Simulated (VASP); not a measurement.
Here is a VASP 6.6.1 calculation.

Contents of INCAR:

```
SYSTEM = PbSe
ALGO     = Normal         ! electronic algorithm
EDIFF    = 1E-8           ! SCF threshold, eV
ENCUT    = 520            ! plane-wave cutoff, eV
GGA      = PS             ! functional
ISIF     = 2              ! what is computed and relaxed
ISMEAR   = -1             ! smearing method
LASPH    = .TRUE.         ! aspherical terms in the spheres
LCHARG   = .FALSE.        ! write CHGCAR
LEFG     = .TRUE.       
LREAL    = .FALSE.        ! projectors in reciprocal space
LWAVE    = .FALSE.        ! write WAVECAR
NBANDS   = 17             ! bands
NELM     = 60             ! most SCF steps
PREC     = Accurate       ! precision mode
SIGMA    = 0.02           ! smearing width, eV
```

File KPOINTS:

```
k-points
0
G
  7 7 7
  0 0 0
```

The input POSCAR:

```
PbSe
1.0
    0.0000000000      3.0723233306      3.0723233306
    3.0723233306      0.0000000000      3.0723233306
    3.0723233306      3.0723233306      0.0000000000
Pb Se
1 1
Direct
    0.0000000000      0.0000000000      0.0000000000
    0.5000000000      0.5000000000      0.5000000000
```

Potentials or basis: VASP PAW PBE potentials, release 64 (Pb_d, Se).

Command:

```console
$ cat potpaw_PBE.64/Pb_d/POTCAR potpaw_PBE.64/Se/POTCAR > POTCAR
$ mpirun -np 1 vasp_std > vasp.out
```

**Question.** Predict the pressure.

**Answer.** -1.1 GPa.

Caveat: without QUAD_EFG the Cq values of the log hold for a quadrupole moment of 1 mb, not for the nuclei; the PAW data sets were made with another functional, which shifts forces and pressure a little.
